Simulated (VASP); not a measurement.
A run of VASP 6.6.1:

Contents of INCAR:

```
  PREC = Accurate
  ENCUT = 520
  EDIFF = 1E-7
  ISMEAR = 0
  SIGMA = 0.01
  LREAL = False
  LASPH = True
  NELM = 80
  ALGO = Normal
  ISIF = 2
  LWAVE = False
  LCHARG = False
  GGA = PS
  NBANDS = 17
```

KPOINTS

```
regular mesh
0
Gamma
  3 3 3
```

File POSCAR:

```
SnTe
1.0
   -0.0123400000      3.5909600000      3.5803100000
    3.6386700000     -0.0265400000      3.5945100000
    3.6394100000      3.6059000000     -0.0272800000
Sn Te
1 1
Direct
    0.9985680162      0.0037461214      0.0024538942
    0.7561500000      0.7474000000      0.7507500000
```

Potentials or basis: VASP PAW PBE potentials, release 64 (Sn_d, Te).

The run is started by

```console
$ cat potpaw_PBE.64/Sn_d/POTCAR potpaw_PBE.64/Te/POTCAR > POTCAR
$ mpirun -np 1 vasp_std > vasp.out
```

Hardware: 1 thread of Intel(R) Xeon(R) Platinum 8259CL CPU @ 2.50GHz (Skylake/Cascade Lake) (shared host).

Task: How long does it take, and how much memory?

Result: Run time: 25 s on 1 thread of Intel(R) Xeon(R) Platinum 8259CL CPU @ 2.50GHz (Skylake/Cascade Lake), on a shared host, peak memory 0.23 GiB. Counts: scf iterations 14, k points 14.
